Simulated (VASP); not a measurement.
# Os (Im-3m) in VASP: single point with LDA

Aim: the single point of Os with LDA.

All numbers are computed with VASP 6.6.1; they aren't measurements. Logs are shortened: lines on timing, memory, paths and dates and some standing lists are left out, and cuts for length are marked.

### Step 1. The cell of the first run

The structure is cubic, space group Im-3m (No. 229). Conventional cell: a = 3.047 Å, b = 3.047 Å, c = 3.047 Å, α = 90.00°, β = 90.00°, γ = 90.00°. Os (site symmetry m-3m) has 14 Os at 2.64 to 3.05 Å within 3.5 Å.

This isn't the form of Os at room conditions, which is hcp.

### Step 2. Single point, LDA

INCAR reads:

```
PREC = Accurate
ENCUT = 560
EDIFF = 1E-6
ISMEAR = -1
SIGMA = 0.1
LREAL = F
LASPH = T
NELM = 120
ALGO = Normal
ISIF = 2
LWAVE = F
LCHARG = T
LELF = T
LVHAR = T
NBANDS = 14
GGA_COMPAT = F
```

KPOINTS reads:

```
regular mesh
0
Gamma
  12 12 12
```

POSCAR reads:

```
Os
1.0
   -1.5235629926      1.5235629926      1.5235629926
    1.5235629926     -1.5235629926      1.5235629926
    1.5235629926      1.5235629926     -1.5235629926
Os
1
Direct
    0.0000000000      0.0000000000      0.0000000000
```

Potentials or basis: VASP PAW LDA potentials, release 64 (Os_sv_GW).

Launch:

```bash
$ cat potpaw_LDA.64/Os_sv_GW/POTCAR > POTCAR
$ mpirun -np 1 vasp_std > vasp.out
```

OUTCAR:

```text
PREC = Accurate
   ENCUT = 560
   EDIFF = 1E-6
   ISMEAR = -1
   LREAL = F
   LASPH = T
   NELM = 120
   ISIF = 2

 ion  position               nearest neighbor table
   1  0.000  0.000  0.000-

  LATTYP: Found a body centered cubic cell.
 ALAT       =     3.0471259852

  Lattice vectors:

 A1 = (  -1.5235629926,   1.5235629926,   1.5235629926)
 A2 = (   1.5235629926,  -1.5235629926,   1.5235629926)
 A3 = (   1.5235629926,   1.5235629926,  -1.5235629926)

Analysis of symmetry for initial positions (statically):
=====================================================================
 Subroutine PRICEL returns:
 Original cell was already a primitive cell.

 Routine SETGRP: Setting up the symmetry group for a
 body centered cubic supercell.

 Subroutine GETGRP returns: Found 48 space group operations
 (whereof 48 operations were pure point group operations)
 out of a pool of 48 trial point group operations.

The static configuration has the point symmetry O_h .

Analysis of symmetry for dynamics (positions and initial velocities):
=====================================================================
 Subroutine PRICEL returns:
 Original cell was already a primitive cell.

 Routine SETGRP: Setting up the symmetry group for a
 body centered cubic supercell.

 Subroutine GETGRP returns: Found 48 space group operations
 (whereof 48 operations were pure point group operations)
 out of a pool of 48 trial point group operations.

The dynamic configuration has the point symmetry O_h .

 Subroutine INISYM returns: Found 48 space group operations
 (whereof 48 operations are pure point group operations),
 and found     1 'primitive' translations

----------------------------------------------------------------------------------------

                                     Primitive cell

  volume of cell :      14.1462

  direct lattice vectors                    reciprocal lattice vectors
    -1.523562993  1.523562993  1.523562993     0.000000000  0.328178095  0.328178095
     1.523562993 -1.523562993  1.523562993     0.328178095  0.000000000  0.328178095
     1.523562993  1.523562993 -1.523562993     0.328178095  0.328178095  0.000000000

  length of vectors
     2.638888512  2.638888512  2.638888512     0.464113912  0.464113912  0.464113912

  position of ions in fractional coordinates (direct lattice)
     0.000000000  0.000000000  0.000000000

[... 81 lines left out ...]
   ISIF   =      2    stress and relaxation
   ISYM   =      2    0-nonsym 1-usesym 2-fastsym
   POTIM  = 0.5000    time-step for ionic-motion
   TEBEG  =    0.0;   TEEND  =   0.0 temperature during run
   PSTRESS=    0.0 pullay stress
   NELECT =      16.0000    total number of electrons
   NUPDOWN=      -1.0000    fix difference up-down
   EMIN   =  10.00;   EMAX   =-10.00  energy-range for DOS
   EFERMI =   0.00;   METHOD = LEGACY
   ISMEAR =    -1;   SIGMA  =   0.10  broadening in eV -4-tet -1-fermi 0-gaus
   EFERMI_NEDOS =   21; number of points for ismear=-14 and -15
   IALGO  =     38    algorithm
   IMIX   =      4    mixing-type and parameters
     AMIX     =   0.40;   BMIX     =  1.00
     AMIX_MAG =   1.60;   BMIX_MAG =  1.00
  volume/ion in A,a.u.               =      14.15        95.46
  Fermi-wavevector in a.u.,A,eV,Ry     =   1.705694  3.223294 39.584674  2.909391
  Thomas-Fermi vector in A             =   2.784867
   LORBIT       =      0    0 simple, 1 ext, 2 COOP (PROOUT), +10 PAW based schemes
   GGA     = CA    functional components
   LHFCALC =     F    Hartree Fock is set to
   AEXX    =    0.0000 exact exchange contribution
   IVDW    =     0    specifies the selected vdW correction
   LEPSILON=     F    determine dielectric tensor
   LRPA    =     F    only Hartree local field effects (RPA)
 non-spin polarized calculation
  energy-cutoff  :      560.00
  volume of cell :       14.15
 maximum number of plane-waves:       436
   NGX = 11   NGY = 11   NGZ = 11

 number of electron      15.9999999 magnetization

 Free energy of the ion-electron system (eV)
  ---------------------------------------------------
  ext. energy  EPLUGINS =         0.00000000
  ---------------------------------------------------
  free energy    TOTEN  =       -12.90347936 eV

  energy without entropy =      -12.86017403  energy(sigma->0) =      -12.88182669

 E-fermi :  13.6218     XC(G=0): -14.7363

 val. band max:       13.6213533182   @ k =  -0.2500   0.3333   0.1667
 cond. band min:      13.6257254434   @ k =   0.0833   0.0833   0.0000
 fundamental gap:      0.0043721252
 Fermi energy:        13.6217561951

 k-point     1 :       0.0000    0.0000    0.0000
  band No.  band energies     occupation
      1     -72.7524      2.00000
      2     -31.8494      2.00000
      3     -31.8494      2.00000
      4     -31.8494      2.00000
      5       2.5511      2.00000
      6      10.1502      2.00000
      7      10.1502      2.00000
      8      10.1502      2.00000
      9      13.5302      1.42831
     10      13.5302      1.42831
     11      28.9618      0.00000
     12      28.9618      0.00000
     13      28.9618      0.00000
     14      41.6751      0.00000
[... 377 lines left out ...]
      1     -72.6433      2.00000
      2     -32.8514      2.00000
      3     -32.2522      2.00000
      4     -31.9227      2.00000
      5       6.3193      2.00000
      6       8.0143      2.00000
      7      12.0544      2.00000
      8      13.6126      1.04578
      9      14.2362      0.00428
     10      18.8725      0.00000
     11      22.0842      0.00000
     12      26.1373      0.00000
     13      29.2013      0.00000
     14      37.5384      0.00000

 [... further k-points ...]

------------------------ aborting loop because EDIFF is reached ----------------------------------------

  FORCE on cell =-STRESS in cart. coord.  units (eV):
  Direction    XX          YY          ZZ          XY          YZ          ZX
  --------------------------------------------------------------------------------------
  -------------------------------------------------------------------------------------
  Total        0.0269737      0.0269737      0.0269737      0.0000000      0.0000000      0.0000000
  in kB        3.0549914      3.0549914      3.0549914      0.0000000      0.0000000      0.0000000
  external PRESSURE =       3.0549914 kB  Pullay stress =       0.0000000 kB

 VOLUME and BASIS-vectors are now :
 -----------------------------------------------------------------------------
  energy-cutoff  :      560.00
  volume of cell :       14.15
      direct lattice vectors                 reciprocal lattice vectors
    -1.523562993  1.523562993  1.523562993     0.000000000  0.328178095  0.328178095
     1.523562993 -1.523562993  1.523562993     0.328178095  0.000000000  0.328178095
     1.523562993  1.523562993 -1.523562993     0.328178095  0.328178095  0.000000000

 POSITION                                       TOTAL-FORCE (eV/Angst)
 -----------------------------------------------------------------------------------
      0.00000      0.00000      0.00000         0.000000      0.000000     -0.000000
 -----------------------------------------------------------------------------------
    total drift:                                0.000000     -0.000000     -0.000000

  FREE ENERGIE OF THE ION-ELECTRON SYSTEM (eV)
  ---------------------------------------------------
  free  energy   TOTEN  =       -12.9034793569 eV

  energy  without entropy=      -12.8601740285  energy(sigma->0) =      -12.88182669
```

stdout:

```text
POSCAR found type information on POSCAR Os
 POSCAR found :  1 types and       1 ions
 scaLAPACK will be used
 LDA part: xc-table for (Slater(with rela. corr.)+CA(PZ))
 , standard interpolation
 POSCAR, INCAR and KPOINTS ok, starting setup
 FFT: planning ... GRIDC
 FFT: planning ... GRID_SOFT
 FFT: planning ... GRID
 WAVECAR not read
 entering main loop
```

Wall time 5.7 s (1 thread of Intel Xeon 6975P-C (Granite Rapids), shared host); peak memory 0.13 GiB.

Results:

| Quantity | Value |
| --- | --- |
| Free energy | -12.9035 eV |
| Pressure | 0.3 GPa |
| Band gap on the k mesh | zero (bands 8 and 9 overlap by 4.82 eV) |

Caveat: spin-orbit coupling is left out, which moves the levels of the heavy elements.
